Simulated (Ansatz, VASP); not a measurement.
## Al3Ni2 in VASP and in Ansatz

File INCAR:

```
SYSTEM = Al3Ni2
PREC = Accurate
ENCUT = 520
EDIFF = 1E-6
ISMEAR = 0
SIGMA = 0.15
LREAL = .False.
LASPH = .True.
NELM = 80
ALGO = Fast
ISIF = 2
LWAVE = .False.
LCHARG = .False.
GGA = PS
NBANDS = 22
```

File KPOINTS:

```
regular mesh
0
Gamma
  12 12 10
  0 0 0
```

Contents of POSCAR:

```
Al3Ni2
1.0
    4.2032966255      0.0000000000      0.0000000000
   -2.1016483127      3.6401616573      0.0000000000
    0.0000000000      0.0000000000      4.6164913802
Al Ni
3 2
Direct
    0.0000000000      0.0000000000      0.0000000000
    0.3333333333      0.6666666667      0.6477829059
    0.6666666667      0.3333333333      0.3522170941
    0.3333333333      0.6666666667      0.1455709067
    0.6666666667      0.3333333333      0.8544290933
```

Input for Ansatz:

```yaml
crystal:
  lattice:
    - [4.2032966255, 0.0, 0.0]
    - [-2.1016483127, 3.6401616573, 0.0]
    - [0.0, 0.0, 4.6164913802]
  atoms:
    - { symbol: Al, position: [0.0, 0.0, 0.0] }
    - { symbol: Al, position: [0.3333333333, 0.6666666667, 0.6477829059] }
    - { symbol: Al, position: [0.6666666667, 0.3333333333, 0.3522170941] }
    - { symbol: Ni, position: [0.3333333333, 0.6666666667, 0.1455709067] }
    - { symbol: Ni, position: [0.6666666667, 0.3333333333, 0.8544290933] }
basis:
  ecutwfc: 420
kpoints:
  mp_grid: { grid: [12, 12, 10] }
hamiltonian:
  xc: pbesol
scf:
  occupations: { method: gaussian, width: 0.15 }
output:
  forces: true
  stress: true
  eigenvalues: true
```

Change from the starting cell: strain +0.050 along x and y, -0.050 along z, atoms carried along.

Alike in both runs: task single point; functional PBEsol; k mesh 12 × 12 × 10; occupations gaussian, width 0.15 eV; no spin polarisation.

```csv
,VASP,Ansatz
version,VASP 6.6.1,Ansatz 0.2.0
potentials or method,"VASP PAW PBE potentials, release 64 (Al, Ni), cutoff 520 eV","scalar-relativistic, plane waves, PAW"
valence electrons in the cell,29,45
```

VASP gave:

* gap on the k mesh at the Fermi level (eV): none
* pressure (GPa): -3.9
* traceless stress, the component that is largest in VASP (GPa): 16.22
* rms of the force components (eV/Å): 0.059

Q: What did Ansatz give for the same quantities?

A: gap on the k mesh at the Fermi level (eV): none; pressure (GPa): -4.0; traceless stress, the component that is largest in VASP (GPa): 16.25; rms of the force components (eV/Å): 0.064.

VASP's potentials were made for PBE, not for PBEsol. Atom by atom the forces differ by 0.006 eV/Å (rms over components). A gap of «none» marks a metal or a gap that the smearing closes. With one functional, cell and mesh, what is left measures potentials, basis and numerics. VASP's potentials hold 29 valence electrons a cell and Ansatz's 45, so a difference there can come from the potentials and not from the codes.
